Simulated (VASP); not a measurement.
# Se in VASP: further runs

Runs on Se. Level: PBE. Tasks: single point.

Everything below comes from runs of VASP 6.6.1. Logs are shortened: lines on timing, memory, paths and dates and some standing lists are left out, and cuts for length are marked.

## (1) The cell of the first run

Symmetry: P3_121, No. 152, trigonal system. Conventional cell: a = 4.366 Å, b = 4.366 Å, c = 4.954 Å, α = 90.00°, β = 90.00°, γ = 120.00°. Within 3.1 Å of Se (site symmetry 2) lie 2 Se at 2.37 Å.

## (2) Single point, PBE

The input, INCAR:

```
SYSTEM = Se
PREC = Accurate
ENCUT = 520
EDIFF = 1E-7
ISMEAR = 0
SIGMA = 0.05
LREAL = .False.
LASPH = .True.
NELM = 100
ALGO = Normal
ISIF = 2
LWAVE = .False.
LCHARG = .False.
GGA = PE
NBANDS = 16
```

The input, KPOINTS:

```
Automatic mesh
0
Gamma
  9 9 6
  0 0 0
```

The input, POSCAR:

```
Se
1.0
    4.3662000000      0.0000000000      0.0000000000
   -2.1831000000      3.7812401180      0.0000000000
    0.0000000000      0.0000000000      4.9536000000
Se
3
Direct
    0.2254000000      0.0000000000      0.3333333333
    0.0000000000      0.2254000000      0.6666666667
    0.7746000000      0.7746000000      0.0000000000
```

Potentials or basis: VASP PAW PBE potentials, release 64 (Se).

Launch:

```
$ cat potpaw_PBE.64/Se/POTCAR > POTCAR
$ mpirun -np 1 vasp_std > vasp.out
```

OUTCAR:

```text
SYSTEM = Se
   PREC = Accurate
   ENCUT = 520
   EDIFF = 1E-7
   ISMEAR = 0
   LREAL = .False.
   LASPH = .True.
   NELM = 100
   ISIF = 2
   GGA = PE

 ion  position               nearest neighbor table
   1  0.225  0.000  0.333-   3 2.37   2 2.37
   2  0.000  0.225  0.667-   3 2.37   1 2.37
   3  0.775  0.775  0.000-   2 2.37   1 2.37

  LATTYP: Found a hexagonal cell.
 ALAT       =     4.3662000000
 C/A-ratio  =     1.1345334616

  Lattice vectors:

 A1 = (   4.3662000000,   0.0000000000,   0.0000000000)
 A2 = (  -2.1831000000,   3.7812401180,   0.0000000000)
 A3 = (   0.0000000000,   0.0000000000,   4.9536000000)

Analysis of symmetry for initial positions (statically):
=====================================================================
 Subroutine PRICEL returns:
 Original cell was already a primitive cell.

 Routine SETGRP: Setting up the symmetry group for a
 hexagonal supercell.

 Subroutine GETGRP returns: Found  6 space group operations
 (whereof  2 operations were pure point group operations)
 out of a pool of 24 trial point group operations.

The static configuration has the point symmetry C_2 .
 The point group associated with its full space group is D_3 .

Analysis of symmetry for dynamics (positions and initial velocities):
=====================================================================
 Subroutine PRICEL returns:
 Original cell was already a primitive cell.

 Routine SETGRP: Setting up the symmetry group for a
 hexagonal supercell.

 Subroutine GETGRP returns: Found  6 space group operations
 (whereof  2 operations were pure point group operations)
 out of a pool of 24 trial point group operations.

The dynamic configuration has the point symmetry C_2 .
 The point group associated with its full space group is D_3 .

 Subroutine INISYM returns: Found  6 space group operations
 (whereof  2 operations are pure point group operations),
 and found     1 'primitive' translations

----------------------------------------------------------------------------------------

                                     Primitive cell

  volume of cell :      81.7822

  direct lattice vectors                    reciprocal lattice vectors
     4.366200000  0.000000000  0.000000000     0.229032110  0.132231751  0.000000000
    -2.183100000  3.781240118  0.000000000     0.000000000  0.264463501  0.000000000
     0.000000000  0.000000000  4.953600000     0.000000000  0.000000000  0.201873385

  length of vectors
     4.366200000  4.366200000  4.953600000     0.264463501  0.264463501  0.201873385

  position of ions in fractional coordinates (direct lattice)
     0.225400000  0.000000000  0.333333333
     0.000000000  0.225400000  0.666666667
     0.774600000  0.774600000  0.000000000

  ion indices of the primitive-cell ions
   primitive index   ion index
                 1           1
                 2           2
                 3           3

----------------------------------------------------------------------------------------

 KPOINTS: Automatic mesh

Automatic generation of k-mesh.
 Grid dimensions read from file:
 generate k-points for:    9    9    6

 Generating k-lattice:

  Cartesian coordinates                     Fractional coordinates (reciprocal lattice)
     0.025448012  0.014692417  0.000000000     0.111111111  0.000000000  0.000000000
     0.000000000  0.029384833  0.000000000     0.000000000  0.111111111  0.000000000
     0.000000000  0.000000000  0.033645564     0.000000000  0.000000000  0.166666667

  Length of vectors
     0.029384833  0.029384833  0.033645564

  Shift w.r.t. Gamma in fractional coordinates (k-lattice)
     0.000000000  0.000000000  0.000000000

 Subroutine IBZKPT returns following result:
 ===========================================

 Found     62 irreducible k-points:

 Following reciprocal coordinates:
            Coordinates               Weight
  0.000000  0.000000  0.000000      1.000000
  0.111111  0.000000  0.000000      6.000000
  0.222222  0.000000  0.000000      6.000000
  0.333333  0.000000  0.000000      6.000000
  0.444444  0.000000  0.000000      6.000000
  0.111111  0.111111  0.000000      6.000000
[... 16 lines left out ...]
  0.222222  0.111111  0.166667     12.000000
 -0.111111  0.333333  0.166667     12.000000
 [... further k-points ...]
   k-points           NKPTS =     62   k-points in BZ     NKDIM =     62   number of bands    NBANDS=     16
   number of dos      NEDOS =    301   number of ions     NIONS =      3
   total plane-waves  NPLWV =  40960
   dimension x,y,z NGX =    32 NGY =   32 NGZ =   40
   dimension x,y,z NGXF=    64 NGYF=   64 NGZF=   80
   ions per type =               3
   NGX,Y,Z   is equivalent  to a cutoff of  12.18, 12.18, 13.42 a.u.
   NGXF,Y,Z  is equivalent  to a cutoff of  24.37, 24.37, 26.85 a.u.
 SYSTEM =  Se
   PREC   = accura    normal or accurate (medium, high low for compatibility)
   ISTART =      0    job   : 0-new  1-cont  2-samecut
   ICHARG =      2    charge: 1-file 2-atom 10-const
   ISPIN  =      1    spin polarized calculation?
   LNONCOLLINEAR =      F non collinear calculations
   LSORBIT =      F    spin-orbit coupling
   LASPH  =      T    aspherical Exc in radial PAW
   ENCUT  =  520.0 eV  38.22 Ry    6.18 a.u.   8.12  8.12  9.21*2*pi/ulx,y,z
   NELM   =    100;   NELMIN=  2; NELMDL= -5     # of ELM steps
   EDIFF  = 0.1E-06   stopping-criterion for ELM
   LREAL  =      F    real-space projection
   EDIFFG = 0.1E-05   stopping-criterion for IOM
   NSW    =      0    number of steps for IOM
   IBRION =     -1    ionic relax: 0-MD 1-quasi-New 2-CG
   NFREE  =      0    steps in history (QN), initial steepest desc. (CG)
   ISIF   =      2    stress and relaxation
   ISYM   =      2    0-nonsym 1-usesym 2-fastsym
   POTIM  = 0.5000    time-step for ionic-motion
   TEBEG  =    0.0;   TEEND  =   0.0 temperature during run
   PSTRESS=    0.0 pullay stress
   NELECT =      18.0000    total number of electrons
   NUPDOWN=      -1.0000    fix difference up-down
   EMIN   =  10.00;   EMAX   =-10.00  energy-range for DOS
   EFERMI =   0.00;   METHOD = LEGACY
   ISMEAR =     0;   SIGMA  =   0.05  broadening in eV -4-tet -1-fermi 0-gaus
   EFERMI_NEDOS =   21; number of points for ismear=-14 and -15
   IALGO  =     38    algorithm
   IMIX   =      4    mixing-type and parameters
     AMIX     =   0.40;   BMIX     =  1.00
     AMIX_MAG =   1.60;   BMIX_MAG =  1.00
  volume/ion in A,a.u.               =      27.26       183.96
  Fermi-wavevector in a.u.,A,eV,Ry     =   0.988430  1.867862 13.292817  0.976995
  Thomas-Fermi vector in A             =   2.119956
   LORBIT       =      0    0 simple, 1 ext, 2 COOP (PROOUT), +10 PAW based schemes
   GGA     = PE    functional components
   LHFCALC =     F    Hartree Fock is set to
   AEXX    =    0.0000 exact exchange contribution
   IVDW    =     0    specifies the selected vdW correction
   LEPSILON=     F    determine dielectric tensor
   LRPA    =     F    only Hartree local field effects (RPA)
 non-spin polarized calculation
 Gauss-broadening in eV      SIGMA  =   0.05
  energy-cutoff  :      520.00
  volume of cell :       81.78
 maximum number of plane-waves:      2220
   NGX = 17   NGY = 17   NGZ = 19

 number of electron      18.0000001 magnetization

 Free energy of the ion-electron system (eV)
  ---------------------------------------------------
  ext. energy  EPLUGINS =         0.00000000
  ---------------------------------------------------
  free energy    TOTEN  =       -10.46984829 eV

  energy without entropy =      -10.46984829  energy(sigma->0) =      -10.46984829

 E-fermi :   2.9413     XC(G=0):  -8.8424

 val. band max:        2.6834778501   @ k =   0.4444   0.1111   0.5000
 cond. band min:       3.7010398348   @ k =   0.3333   0.3333   0.5000
 fundamental gap:      1.0175619846
 Fermi energy:         2.9412880836

 k-point     1 :       0.0000    0.0000    0.0000
  band No.  band energies     occupation
      1     -13.1746      2.00000
      2      -9.0519      2.00000
      3      -9.0519      2.00000
      4      -1.1591      2.00000
      5      -1.1591      2.00000
      6      -1.0822      2.00000
[... 8 lines left out ...]
     15       9.1618      0.00000
     16      11.0593      0.00000

 k-point     2 :       0.1111    0.0000    0.0000
  band No.  band energies     occupation
      1     -13.1264      2.00000
      2      -9.0956      2.00000
      3      -9.0473      2.00000
      4      -1.5928      2.00000
      5      -1.3277      2.00000
      6      -0.9092      2.00000
[... 8 lines left out ...]
     15       9.6175      0.00000
     16      10.9914      0.00000

 k-point     3 :       0.2222    0.0000    0.0000
  band No.  band energies     occupation
      1     -12.9964      2.00000
      2      -9.2218      2.00000
      3      -9.0352      2.00000
      4      -2.0754      2.00000
      5      -1.6211      2.00000
      6      -0.9103      2.00000
[... 8 lines left out ...]
     15      10.4447      0.00000
     16      11.3011      0.00000

 k-point     4 :       0.3333    0.0000    0.0000
  band No.  band energies     occupation
      1     -12.8316      2.00000
      2      -9.3957      2.00000
      3      -9.0209      2.00000
      4      -2.3658      2.00000
      5      -1.8710      2.00000
      6      -0.9235      2.00000
[... 8 lines left out ...]
     15      11.2212      0.00000
     16      12.1480      0.00000
[... 324 lines left out ...]
 k-point    22 :       0.1111    0.1111    0.1667
  band No.  band energies     occupation
      1     -12.9080      2.00000
      2     -10.1310      2.00000
      3      -8.1542      2.00000
      4      -1.9658      2.00000
      5      -1.6959      2.00000
      6      -0.7334      2.00000
[... 8 lines left out ...]
     15      10.0559      0.00000
     16      10.9350      0.00000

 k-point    23 :       0.2222    0.1111    0.1667
  band No.  band energies     occupation
      1     -12.7631      2.00000
      2     -10.1099      2.00000
      3      -8.3478      2.00000
      4      -2.2641      2.00000
      5      -1.9308      2.00000
      6      -0.6855      2.00000
[... 8 lines left out ...]
     15      10.5611      0.00000
     16      11.5412      0.00000

 k-point    24 :      -0.1111    0.3333    0.1667
  band No.  band energies     occupation
      1     -12.7617      2.00000
      2     -10.1263      2.00000
      3      -8.3158      2.00000
      4      -2.3261      2.00000
      5      -2.0265      2.00000
      6      -0.7969      2.00000
[... 8 lines left out ...]
     15      10.8468      0.00000
     16      11.8166      0.00000

 [... further k-points ...]
[... 5 lines left out ...]
  --------------------------------------------------------------------------------------
  -------------------------------------------------------------------------------------
  Total        1.1749658      1.1749658      2.1070463      0.0000000      0.0000000      0.0000000
  in kB       23.0184985     23.0184985     41.2786840      0.0000000      0.0000000      0.0000000
  external PRESSURE =      29.1052270 kB  Pullay stress =       0.0000000 kB

 VOLUME and BASIS-vectors are now :
 -----------------------------------------------------------------------------
  energy-cutoff  :      520.00
  volume of cell :       81.78
      direct lattice vectors                 reciprocal lattice vectors
     4.366200000  0.000000000  0.000000000     0.229032110  0.132231751  0.000000000
    -2.183100000  3.781240118  0.000000000     0.000000000  0.264463501  0.000000000
     0.000000000  0.000000000  4.953600000     0.000000000  0.000000000  0.201873385

 POSITION                                       TOTAL-FORCE (eV/Angst)
 -----------------------------------------------------------------------------------
      0.98414      0.00000      1.65120         0.433487      0.000000      0.000000
     -0.49207      0.85229      3.30240        -0.216743      0.375410     -0.000000
      1.69103      2.92895      0.00000        -0.216743     -0.375410     -0.000000
 -----------------------------------------------------------------------------------
    total drift:                                0.000000      0.000000      0.000000

  FREE ENERGIE OF THE ION-ELECTRON SYSTEM (eV)
  ---------------------------------------------------
  free  energy   TOTEN  =       -10.4698482925 eV

  energy  without entropy=      -10.4698482925  energy(sigma->0) =      -10.46984829
```

It took 47 s on 1 thread of Intel Xeon Platinum 8488C (Sapphire Rapids), shared host; peak memory 0.22 GiB.

Results:

```yaml
Free_energy: -10.4698 eV
Pressure: 2.9 GPa
Largest_force: 0.433 eV/Å
Band_gap_on_the_k_mesh: 1.02 eV (least direct gap 1.24 eV)
```

Forces on the atoms (eV/Å):
```
Se   0.433  0.000  0.000
Se  -0.217  0.375  0.000
Se  -0.217 -0.375  0.000
```

(Continued in part 2 of 2.)
